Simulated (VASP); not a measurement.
A run of VASP 6.6.1 is set up as follows.

File INCAR:

```
SYSTEM = GaP
PREC = Accurate ; ENCUT = 520
EDIFF = 1E-6 ; ISMEAR = -1
SIGMA = 0.02 ; LREAL = .FALSE.
LASPH = .TRUE. ; NELM = 60
ALGO = Normal ; ISIF = 2
LWAVE = .FALSE. ; LCHARG = .TRUE.
GGA = PE ; LELF = .TRUE.
LVHAR = .TRUE. ; NBANDS = 16
```

KPOINTS

```
regular mesh
0
G
  8 8 8
  0 0 0
```

Contents of POSCAR:

```
GaP
1.0
    0.0000000000      2.6281130643      2.7254102088
    2.7254102088      0.0000000000      2.7254102088
    2.7254102088      2.6281130643      0.0000000000
Ga P
1 1
Direct
    0.0000000000      0.0000000000      0.0000000000
    0.2500000000      0.2500000000      0.2500000000
```

Potentials or basis: VASP PAW PBE potentials, release 64 (Ga_d, P).

Launch:

```bash
$ cat potpaw_PBE.64/Ga_d/POTCAR potpaw_PBE.64/P/POTCAR > POTCAR
$ mpirun -np 1 vasp_std > vasp.out
```

(1) Predict the pressure.

(2) What does it give for the band gap on the k mesh?

## Answers

(1) 5.8 GPa.

(2) 1.23 eV, indirect (least direct gap 1.99 eV).

Caveat: the cell differs from its parent crystal (uniaxial y strain -3.6%).
